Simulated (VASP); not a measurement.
Set up this calculation in VASP 6.6.1, as the native input.

- Task: relaxation of cell and atoms
- Functional: PBE
- Potentials or basis: VASP PAW PBE potentials, release 64 (Be, Te, S)
- Cutoff: 600 eV
- k mesh: 4 × 4 × 4
- Occupations: gaussian, width 0.02 eV
- Spin: no spin polarisation
- Dipole correction: no
- Further INCAR settings: ALGO = Normal; EDIFF = 1e-07; IBRION = 2; EDIFFG = -0.01; NSW = 100; ISIF = 3

The structure of Be3Te2S lies in POSCAR:

```
Be3Te2S
1.0
    5.7229426683     -3.2921093592      0.0000000000
    5.7229426683      3.2921093592      0.0000000000
    0.0000000000      0.0000000000      6.2620061555
Be Te S
6 4 2
Direct
    0.8636109581      0.1363890419      0.8462242526
    0.1363890419      0.8636109581      0.3462242526
    0.1639065409      0.5368705286      0.8895983318
    0.8360934591      0.4631294714      0.3895983318
    0.5368705286      0.1639065409      0.3895983318
    0.4631294714      0.8360934591      0.8895983318
    0.1682064747      0.5060679374      0.5006623053
    0.8317935253      0.4939320626      0.0006623053
    0.5060679374      0.1682064747      0.0006623053
    0.4939320626      0.8317935253      0.5006623053
    0.8451953674      0.1548046326      0.4982544730
    0.1548046326      0.8451953674      0.9982544730
```

One way to write it, as run:

INCAR

```
  ALGO = Normal
  EDIFF = 1E-7
  EDIFFG = -0.01
  ENCUT = 600
  GGA = PE
  IBRION = 2
  ISIF = 3
  ISMEAR = 0
  LASPH = True
  LCHARG = False
  LREAL = False
  LWAVE = False
  NELM = 60
  NSW = 100
  PREC = Accurate
  SIGMA = 0.02
```

KPOINTS

```
k-points
0
Gamma
  4 4 4
```

Potentials or basis: VASP PAW PBE potentials, release 64 (Be, Te, S).

The run is started by

```sh
$ cat potpaw_PBE.64/Be/POTCAR potpaw_PBE.64/Te/POTCAR potpaw_PBE.64/S/POTCAR > POTCAR
$ mpirun -np 1 vasp_std > vasp.out
```

It gave:

```
Relaxed volume                        : 19.69 Å³/atom
Relaxed cell                          : a = 6.600 Å, b = 6.600 Å, c = 6.273 Å, α = 90.00°, β = 90.00°, γ = 59.85°
Space group after relaxing (to 0.1 Å) : Cmc2_1 (No. 36)
Energy gained by relaxing             : 0.1 meV/atom
Ionic steps                           : 5
Pressure after relaxing               : 0.0 GPa
Largest force after relaxing          : 0.010 eV/Å
Band gap on the k mesh                : 2.55 eV (least direct gap 2.62 eV)
```

Caveat: spin-orbit coupling is left out, which moves the levels of the heavy elements.

Wall time 9.2 min on 1 thread of Oxide Virtual Turin-like Processor (shared host), peak memory 0.47 GiB.
